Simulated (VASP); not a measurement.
# Ga8SiP7H (a cell with a defect) in VASP: a series of runs

The runs below take Ga8SiP7H (a cell with a defect) through single point, with PBEsol, PBEsol+D4.

All numbers are computed with VASP 6.6.1; they aren't measurements. Logs are shortened: lines on timing, memory, paths and dates and some standing lists are left out, and cuts for length are marked.

### 1 The cell of the first run

The cell holds a defect, 17 atoms: a = 7.667 Å, b = 6.640 Å, c = 6.316 Å, α = 90.00°, β = 90.00°, γ = 90.00°.

### 2 Single point, PBEsol

Contents of INCAR:

```
PREC = Accurate
ENCUT = 520
EDIFF = 1E-6
ISMEAR = -1
SIGMA = 0.05
LREAL = Auto
LASPH = True
NELM = 80
ALGO = Normal
ISIF = 2
LWAVE = False
LCHARG = True
GGA = PS
LELF = True
LVHAR = True
NBANDS = 86
```

Contents of KPOINTS:

```
Automatic mesh
0
Gamma
  2 2 2
  0.5 0.5 0.5
```

Contents of POSCAR:

```
Ga8SiP7H
1.0
    7.6669220000      0.0000000000      0.0000000000
   -0.0000010000      6.6397500000      0.0000000000
    0.0000000000      0.0000000000      6.3158210000
Ga P Si H
8 7 1 1
Direct
    0.9939430000      0.3310420000      0.0056190000
    0.4992040000      0.3373870000      0.0013230000
    0.2485260000      0.8309080000      0.9998850000
    0.7499580000      0.8303670000      0.0001020000
    0.2187920000      0.1499700000      0.5194000000
    0.0036150000      0.6663290000      0.4985380000
    0.7509830000      0.1627400000      0.4892320000
    0.4966780000      0.6642980000      0.4980160000
    0.9920730000      0.3298560000      0.3782700000
    0.2497040000      0.8389710000      0.3754550000
    0.7513340000      0.8336230000      0.3736410000
    0.2534190000      0.1664710000      0.8725490000
    0.0016870000      0.6692380000      0.8745170000
    0.7498390000      0.1672640000      0.8777660000
    0.4997100000      0.6647270000      0.8771280000
    0.5249910000      0.3509640000      0.3643240000
    0.3695050000      0.2537610000      0.4401280000
```

Potentials or basis: VASP PAW PBE potentials, release 64 (Ga_d, P, Si, H).

On the command line:

```
> cat potpaw_PBE.64/Ga_d/POTCAR potpaw_PBE.64/P/POTCAR potpaw_PBE.64/Si/POTCAR potpaw_PBE.64/H/POTCAR > POTCAR
> mpirun -np 1 vasp_std > vasp.out
```

OUTCAR:

```text
PREC = Accurate
   ENCUT = 520
   EDIFF = 1E-6
   ISMEAR = -1
   LREAL = Auto
   LASPH = True
   NELM = 80
   ISIF = 2
   GGA = PS

 ion  position               nearest neighbor table
   1  0.994  0.331  0.006-  14 2.31   9 2.35  13 2.39  12 2.42
   2  0.499  0.337  0.001-  16 2.30  15 2.31  12 2.35  14 2.36
   3  0.249  0.831  1.000-  13 2.32  15 2.35  12 2.37  10 2.37
   4  0.750  0.830  0.000-  15 2.34  13 2.34  11 2.36  14 2.37
   5  0.219  0.150  0.519-  17 1.44  12 2.25  10 2.27   9 2.29  16 2.87
   6  0.004  0.666  0.499-  10 2.34   9 2.36  11 2.37  13 2.37
   7  0.751  0.163  0.489-   9 2.27  16 2.28  11 2.30  14 2.45
   8  0.497  0.664  0.498-  16 2.26  10 2.35  11 2.39  15 2.39
   9  0.992  0.330  0.378-   7 2.27   5 2.29   1 2.35   6 2.36
  10  0.250  0.839  0.375-   5 2.27   6 2.34   8 2.35   3 2.37
  11  0.751  0.834  0.374-   7 2.30   4 2.36   6 2.37   8 2.39
  12  0.253  0.166  0.873-   5 2.25   2 2.35   3 2.37   1 2.42
  13  0.002  0.669  0.875-   3 2.32   4 2.34   6 2.37   1 2.39
  14  0.750  0.167  0.878-   1 2.31   2 2.36   4 2.37   7 2.45
  15  0.500  0.665  0.877-   2 2.31   4 2.34   3 2.35   8 2.39
  16  0.525  0.351  0.364-  17 1.44   8 2.26   7 2.28   2 2.30   5 2.87
  17  0.370  0.254  0.440-   5 1.44  16 1.44

  LATTYP: Found a simple orthorhombic cell.
 ALAT       =     6.3158210000
 B/A-ratio  =     1.0512885023
 C/A-ratio  =     1.2139232572

  Lattice vectors:

 A1 = (   0.0000000000,   0.0000000000,  -6.3158210000)
 A2 = (  -0.0000010000,   6.6397500000,   0.0000000000)
 A3 = (   7.6669220000,   0.0000000000,   0.0000000000)

Analysis of symmetry for initial positions (statically):
=====================================================================
 Subroutine PRICEL returns:
 Original cell was already a primitive cell.

 Routine SETGRP: Setting up the symmetry group for a
 simple orthorhombic supercell.

 Subroutine GETGRP returns: Found  1 space group operations
 (whereof  1 operations were pure point group operations)
 out of a pool of  8 trial point group operations.

The static configuration has the point symmetry C_1 .

Analysis of symmetry for dynamics (positions and initial velocities):
=====================================================================
 Subroutine PRICEL returns:
 Original cell was already a primitive cell.

 Routine SETGRP: Setting up the symmetry group for a
 simple orthorhombic supercell.

 Subroutine GETGRP returns: Found  1 space group operations
 (whereof  1 operations were pure point group operations)
 out of a pool of  8 trial point group operations.

The dynamic configuration has the point symmetry C_1 .

 Subroutine INISYM returns: Found  1 space group operations
 (whereof  1 operations are pure point group operations),
 and found     1 'primitive' translations

----------------------------------------------------------------------------------------

                                     Primitive cell

  volume of cell :     321.5160

  direct lattice vectors                    reciprocal lattice vectors
     7.666922000  0.000000000  0.000000000     0.130430439  0.000000020  0.000000000
    -0.000001000  6.639750000  0.000000000     0.000000000  0.150608080  0.000000000
     0.000000000  0.000000000  6.315821000     0.000000000  0.000000000  0.158332543

  length of vectors
     7.666922000  6.639750000  6.315821000     0.130430439  0.150608080  0.158332543

  position of ions in fractional coordinates (direct lattice)
     0.993943000  0.331042000  0.005619000
     0.499204000  0.337387000  0.001323000
     0.248526000  0.830908000  0.999885000
     0.749958000  0.830367000  0.000102000
     0.218792000  0.149970000  0.519400000
     0.003615000  0.666329000  0.498538000
[... 9 lines left out ...]
     0.524991000  0.350964000  0.364324000
     0.369505000  0.253761000  0.440128000

  ion indices of the primitive-cell ions
   primitive index   ion index
                 1           1
                 2           2
                 3           3
                 4           4
                 5           5
                 6           6
[... 9 lines left out ...]
                16          16
                17          17

----------------------------------------------------------------------------------------

 KPOINTS: Automatic mesh

Automatic generation of k-mesh.
 Grid dimensions read from file:
 generate k-points for:    2    2    2

 Generating k-lattice:

  Cartesian coordinates                     Fractional coordinates (reciprocal lattice)
     0.065215219  0.000000010  0.000000000     0.500000000  0.000000000  0.000000000
     0.000000000  0.075304040  0.000000000     0.000000000  0.500000000  0.000000000
     0.000000000  0.000000000  0.079166271     0.000000000  0.000000000  0.500000000

  Length of vectors
     0.065215219  0.075304040  0.079166271

  Shift w.r.t. Gamma in fractional coordinates (k-lattice)
     0.500000000  0.500000000  0.500000000

 Subroutine IBZKPT returns following result:
 ===========================================

 Found      4 irreducible k-points:

 Following reciprocal coordinates:
            Coordinates               Weight
  0.250000  0.250000  0.250000      2.000000
 -0.250000 -0.250000  0.250000      2.000000
 -0.250000  0.250000 -0.250000      2.000000
  0.250000 -0.250000 -0.250000      2.000000
   k-points           NKPTS =      4   k-points in BZ     NKDIM =      4   number of bands    NBANDS=     86
   number of dos      NEDOS =    301   number of ions     NIONS =     17
   total plane-waves  NPLWV = 144000
   dimension x,y,z NGX =    60 NGY =   50 NGZ =   48
   dimension x,y,z NGXF=   120 NGYF=  100 NGZF=   96
   ions per type =               8   7   1   1
   NGX,Y,Z   is equivalent  to a cutoff of  13.01, 12.52, 12.63 a.u.
   NGXF,Y,Z  is equivalent  to a cutoff of  26.02, 25.04, 25.27 a.u.
 SYSTEM =  unknown system
   PREC   = accura    normal or accurate (medium, high low for compatibility)
   ISTART =      0    job   : 0-new  1-cont  2-samecut
   ICHARG =      2    charge: 1-file 2-atom 10-const
   ISPIN  =      1    spin polarized calculation?
   LNONCOLLINEAR =      F non collinear calculations
   LSORBIT =      F    spin-orbit coupling
   LASPH  =      T    aspherical Exc in radial PAW
   ENCUT  =  520.0 eV  38.22 Ry    6.18 a.u.  14.26 12.35 11.74*2*pi/ulx,y,z
   NELM   =     80;   NELMIN=  2; NELMDL= -5     # of ELM steps
   EDIFF  = 0.1E-05   stopping-criterion for ELM
   LREAL  =      T    real-space projection
   EDIFFG = 0.1E-04   stopping-criterion for IOM
   NSW    =      0    number of steps for IOM
   IBRION =     -1    ionic relax: 0-MD 1-quasi-New 2-CG
   NFREE  =      0    steps in history (QN), initial steepest desc. (CG)
   ISIF   =      2    stress and relaxation
   ISYM   =      2    0-nonsym 1-usesym 2-fastsym
   POTIM  = 0.5000    time-step for ionic-motion
   TEBEG  =    0.0;   TEEND  =   0.0 temperature during run
   PSTRESS=    0.0 pullay stress
   NELECT =     144.0000    total number of electrons
   NUPDOWN=      -1.0000    fix difference up-down
   EMIN   =  10.00;   EMAX   =-10.00  energy-range for DOS
   EFERMI =   0.00;   METHOD = LEGACY
   ISMEAR =    -1;   SIGMA  =   0.05  broadening in eV -4-tet -1-fermi 0-gaus
   EFERMI_NEDOS =   21; number of points for ismear=-14 and -15
   IALGO  =     38    algorithm
   IMIX   =      4    mixing-type and parameters
     AMIX     =   0.40;   BMIX     =  1.00
     AMIX_MAG =   1.60;   BMIX_MAG =  1.00
  volume/ion in A,a.u.               =      18.91       127.63
  Fermi-wavevector in a.u.,A,eV,Ry     =   1.252549  2.366975 21.345902  1.568880
  Thomas-Fermi vector in A             =   2.386444
   LORBIT       =      0    0 simple, 1 ext, 2 COOP (PROOUT), +10 PAW based schemes
   GGA     = PS    functional components
   LHFCALC =     F    Hartree Fock is set to
   AEXX    =    0.0000 exact exchange contribution
   IVDW    =     0    specifies the selected vdW correction
   LEPSILON=     F    determine dielectric tensor
   LRPA    =     F    only Hartree local field effects (RPA)
 non-spin polarized calculation
  energy-cutoff  :      520.00
  volume of cell :      321.52
 maximum number of plane-waves:      8651
 NGX is ok and might be reduce to    60
   NGX = 29   NGY = 25   NGZ = 23

 number of electron     143.9999987 magnetization

 Free energy of the ion-electron system (eV)
  ---------------------------------------------------
  ext. energy  EPLUGINS =         0.00000000
  ---------------------------------------------------
  free energy    TOTEN  =       -80.00802213 eV

  energy without entropy =      -80.00802213  energy(sigma->0) =      -80.00802213

 E-fermi :   5.2735     XC(G=0): -10.0704

 val. band max:        4.2708398142   @ k =   0.2500   0.2500   0.2500
 cond. band min:       6.2688601198   @ k =  -0.2500   0.2500  -0.2500
 fundamental gap:      1.9980203055
 Fermi energy:         5.2734645105

 k-point     1 :       0.2500    0.2500    0.2500
  band No.  band energies     occupation
      1     -10.6823      2.00000
      2     -10.3807      2.00000
      3     -10.3758      2.00000
      4     -10.2830      2.00000
      5     -10.2749      2.00000
      6      -9.9547      2.00000
[... 76 lines left out ...]
     83       8.6854      0.00000
     84       8.8432      0.00000

 k-point     2 :      -0.2500   -0.2500    0.2500
  band No.  band energies     occupation
      1     -10.6823      2.00000
      2     -10.3807      2.00000
      3     -10.3758      2.00000
      4     -10.2829      2.00000
      5     -10.2750      2.00000
      6      -9.9550      2.00000
[... 76 lines left out ...]
     83       8.5660      0.00000
     84       8.8812      0.00000

 k-point     3 :      -0.2500    0.2500   -0.2500
  band No.  band energies     occupation
      1     -10.6823      2.00000
      2     -10.3807      2.00000
      3     -10.3758      2.00000
      4     -10.2829      2.00000
      5     -10.2750      2.00000
      6      -9.9549      2.00000
[... 76 lines left out ...]
     83       8.6805      0.00000
     84       8.7713      0.00000

 k-point     4 :       0.2500   -0.2500   -0.2500
  band No.  band energies     occupation
      1     -10.6823      2.00000
      2     -10.3807      2.00000
      3     -10.3758      2.00000
      4     -10.2830      2.00000
      5     -10.2749      2.00000
      6      -9.9547      2.00000
[... 76 lines left out ...]
     83       8.6855      0.00000
     84       8.8972      0.00000
 [bands above 84 left out]

------------------------ aborting loop because EDIFF is reached ----------------------------------------

  FORCE on cell =-STRESS in cart. coord.  units (eV):
  Direction    XX          YY          ZZ          XY          YZ          ZX
  --------------------------------------------------------------------------------------
  -------------------------------------------------------------------------------------
  Total        8.5212004      8.8053929      6.5759476      2.9552618     -0.4934684     -1.4893356
  in kB       42.4628144     43.8790012     32.7692376     14.7266496     -2.4590501     -7.4216517
  external PRESSURE =      39.7036844 kB  Pullay stress =       0.0000000 kB

 VOLUME and BASIS-vectors are now :
 -----------------------------------------------------------------------------
  energy-cutoff  :      520.00
  volume of cell :      321.52
      direct lattice vectors                 reciprocal lattice vectors
     7.666922000  0.000000000  0.000000000     0.130430439  0.000000020  0.000000000
    -0.000001000  6.639750000  0.000000000     0.000000000  0.150608080  0.000000000
     0.000000000  0.000000000  6.315821000     0.000000000  0.000000000  0.158332543

 POSITION                                       TOTAL-FORCE (eV/Angst)
 -----------------------------------------------------------------------------------
      7.62048      2.19804      0.03549         0.529249      0.075007     -0.286762
      3.82736      2.24017      0.00836         0.095701     -0.341480     -0.716892
      1.90543      5.51702      6.31509         0.255744      0.211045      0.073263
      5.74987      5.51343      0.00064        -0.024727      0.257578      0.017984
      1.67746      0.99576      3.28044        -2.626184     -1.363943      0.748630
      0.02772      4.42426      3.14868        -0.306172      0.012238      0.123034
[... 9 lines left out ...]
      4.02506      2.33031      2.30101         1.066662      0.376028     -0.768288
      2.83297      1.68491      2.77977         1.018083      0.689174     -0.524240
 -----------------------------------------------------------------------------------
    total drift:                                0.002281     -0.008111      0.007734

  FREE ENERGIE OF THE ION-ELECTRON SYSTEM (eV)
  ---------------------------------------------------
  free  energy   TOTEN  =       -80.0080221342 eV

  energy  without entropy=      -80.0080221310  energy(sigma->0) =      -80.00802213
```

It took 3.6 min on 1 thread of Intel Xeon Platinum 8259CL at 2.50GHz (Skylake/Cascade Lake), shared host; peak memory 0.39 GiB.

What came out:

```yaml
Free_energy: -80.0080 eV
Pressure: 4.0 GPa
Largest_force: 3.052 eV/Å
Band_gap_on_the_k_mesh: 2.00 eV
```

Forces in eV/Å, atoms in the order of the input:
```
Ga   0.529  0.075 -0.287
Ga   0.096 -0.341 -0.717
Ga   0.256  0.211  0.073
Ga  -0.025  0.258  0.018
Ga  -2.626 -1.364  0.749
Ga  -0.306  0.012  0.123
Ga   0.047 -0.523  1.295
Ga   0.175  1.259  0.734
P    0.592  0.616 -0.322
P    0.032 -0.633 -0.308
P    0.036 -0.418  0.072
P   -0.448  0.069  1.061
P   -0.183 -0.422 -0.012
P   -0.195 -0.259 -0.714
P   -0.064  0.395 -0.471
Si   1.067  0.376 -0.768
H    1.018  0.689 -0.524
```

Stress tensor (GPa, compression positive):
```
 4.25  1.47 -0.74
 1.47  4.39 -0.25
-0.74 -0.25  3.28
```

Levels at points of the mesh, in eV from the valence-band top:
```
           k point  band 70  band 71  band 72  band 73  band 74  band 75
(0.25, 0.25, 0.25)    -0.75    -0.41     0.00     2.11     2.61     2.86
```

Caveat: the PAW data sets were made with another functional, which shifts forces and pressure a little.

### 3 Single point, PBEsol+D4

Contents of INCAR:

```
SYSTEM = Ga8SiP7H
ALGO = Normal
EDIFF = 1E-7
ENCUT = 520
GGA = PS
ISIF = 2
ISMEAR = -1
IVDW = 13
LASPH = .True.
LCHARG = .False.
LREAL = Auto
LWAVE = .False.
NBANDS = 86
NELM = 80
PREC = Accurate
SIGMA = 0.05
```

KPOINTS is that of step 2.

POSCAR is that of step 2.

Potentials or basis: VASP PAW PBE potentials, release 64 (Ga_d, P, Si, H).

On the command line:

```
> cat potpaw_PBE.64/Ga_d/POTCAR potpaw_PBE.64/P/POTCAR potpaw_PBE.64/Si/POTCAR potpaw_PBE.64/H/POTCAR > POTCAR
> mpirun -np 1 vasp_std > vasp.out
```

Run time: 6.1 min. Hardware: 1 thread of Intel Xeon Platinum 8259CL at 2.50GHz (Skylake/Cascade Lake), shared host; peak memory 0.4 GiB.

Results (log left out):

```
Free energy                : -83.8637 eV
Pressure                   : 2.2 GPa
Largest force              : 3.050 eV/Å
Band gap on the k mesh     : 2.00 eV
Dispersion energy per atom : -0.227 eV
```

Forces on the atoms (eV/Å):
```
Ga   0.530  0.075 -0.288
Ga   0.095 -0.342 -0.719
Ga   0.255  0.211  0.072
Ga  -0.025  0.258  0.016
Ga  -2.624 -1.363  0.747
Ga  -0.305  0.012  0.122
Ga   0.046 -0.523  1.292
Ga   0.175  1.259  0.732
P    0.593  0.616 -0.320
P    0.031 -0.633 -0.306
P    0.035 -0.418  0.074
P   -0.448  0.069  1.062
P   -0.183 -0.422 -0.010
P   -0.195 -0.259 -0.712
P   -0.064  0.394 -0.470
Si   1.071  0.378 -0.769
H    1.013  0.687 -0.522
```

Stress tensor (GPa, compression positive):
```
 2.45  1.48 -0.74
 1.48  2.59 -0.25
-0.74 -0.25  1.47
```

Levels at points of the mesh, in eV from the valence-band top:
```csv
k point,band 68,band 69,band 70,band 71,band 72,band 73,band 74,band 75,band 76,band 77
"(0.25, 0.25, 0.25)",-1.04,-0.94,-0.75,-0.41,0.00,2.11,2.60,2.86,3.00,3.21
```

Caveat: the PAW data sets were made with another functional, which shifts forces and pressure a little.
